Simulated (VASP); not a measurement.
Input of a VASP 6.6.1 run:

INCAR

```
SYSTEM = C
PREC = Accurate
ENCUT = 520
EDIFF = 1E-7
ISMEAR = -1
SIGMA = 0.1
LREAL = .False.
LASPH = .True.
NELM = 80
ALGO = Normal
ISIF = 2
LWAVE = .False.
LCHARG = .False.
GGA = PS
NBANDS = 16
```

KPOINTS

```
regular mesh
0
Gamma
  11 11 11
  0 0 0
```

The input POSCAR:

```
C
1.0
    1.1993848694      0.6924647651      8.0555788009
   -1.1993848694      0.6924647651      8.0555788009
    0.0000000000     -1.3849305027      8.0555788009
C
4
Direct
    0.9128270000      0.9128270000      0.9128270000
    0.2461500000      0.2461500000      0.2461500000
    0.7538500000      0.7538500000      0.7538500000
    0.0871730000      0.0871730000      0.0871730000
```

Potentials or basis: VASP PAW PBE potentials, release 64 (C).

Run with:

```sh
$ cat potpaw_PBE.64/C/POTCAR > POTCAR
$ mpirun -np 1 vasp_std > vasp.out
```

Question: What does it give for the pressure?

Answer: 19.9 GPa.

Question: What does it give for the largest force?

Answer: 0.012 eV/Å.

Stress tensor (GPa, compression positive):
```
29.85  0.00  0.00
 0.00 29.85  0.00
 0.00  0.00 -0.03
```

Caveat: the PAW data sets were made with another functional, which shifts forces and pressure a little.
